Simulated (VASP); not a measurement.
Wanted: the native input for a VASP 6.6.1 run.

| Property | Result |
| --- | --- |
| Task | single point |
| Functional | r2SCAN |
| Potentials or basis | VASP PAW PBE potentials, release 64 (Al, Ni) |
| Cutoff | 520 eV |
| k mesh | 12 × 12 × 8 |
| Occupations | gaussian, width 0.1 eV |
| Spin | no spin polarisation |
| Dipole correction | no |
| Further INCAR settings | ALGO = Normal; EDIFF = 1e-06; NBANDS = 22 |

Crystal: Al3Ni2.

```
Al Ni
1.0
     4.03644    0.00000    0.00000
    -2.01822    3.49566    0.00000
     0.00000    0.00000    4.89427
Al Ni
3 2
Direct
  0.00000 0.00000 0.00000
  0.33333 0.66667 0.64882
  0.66667 0.33333 0.35118
  0.33333 0.66667 0.14590
  0.66667 0.33333 0.85410
```

The input as run:

POSCAR

```
Al3Ni2
1.0
    4.0364401867      0.0000000000      0.0000000000
   -2.0182200934      3.4956597426      0.0000000000
    0.0000000000      0.0000000000      4.8942689842
Al Ni
3 2
Direct
    0.0000000000      0.0000000000      0.0000000000
    0.3333333333      0.6666666667      0.6488167574
    0.6666666667      0.3333333333      0.3511832426
    0.3333333333      0.6666666667      0.1459009951
    0.6666666667      0.3333333333      0.8540990049
```

INCAR.step1

```
ALGO = Normal ; EDIFF = 1E-4
ENCUT = 520 ; GGA = PE
ISMEAR = 0 ; LASPH = T
LCHARG = F ; LREAL = F
LWAVE = T ; NBANDS = 22
NELM = 100 ; PREC = Accurate
SIGMA = 0.1
```

INCAR.step2

```
ALGO = Normal ; EDIFF = 1E-6
ENCUT = 520 ; ISIF = 2
ISMEAR = 0 ; ISTART = 1
LASPH = T ; LCHARG = T
LELF = T ; LMIXTAU = T
LREAL = F ; LVHAR = T
LWAVE = F ; METAGGA = R2SCAN
NBANDS = 22 ; NELM = 100
PREC = Accurate ; SIGMA = 0.1
```

KPOINTS

```
k-points
0
Gamma
  12 12 8
```

Potentials or basis: VASP PAW PBE potentials, release 64 (Al, Ni).

The run is started by

```bash
$ cat potpaw_PBE.64/Al/POTCAR potpaw_PBE.64/Ni/POTCAR > POTCAR
$ cp INCAR.step1 INCAR
$ mpirun -np 1 vasp_std > vasp.out
$ cp INCAR.step2 INCAR
$ mpirun -np 1 vasp_std > vasp.out
```

Results of the run:

The pressure is -3.0 GPa. The largest force is 0.019 eV/Å. The band gap on the k mesh is zero (an odd number of electrons rules out a gap without spin polarisation).

Caveat: the cell stands under tension; the PAW data sets were made with another functional, which shifts forces and pressure a little.

It took 7.3 min on 1 thread of Intel(R) Xeon(R) Platinum 8375C CPU @ 2.90GHz (Ice Lake), on a shared host, peak memory 0.3 GiB.
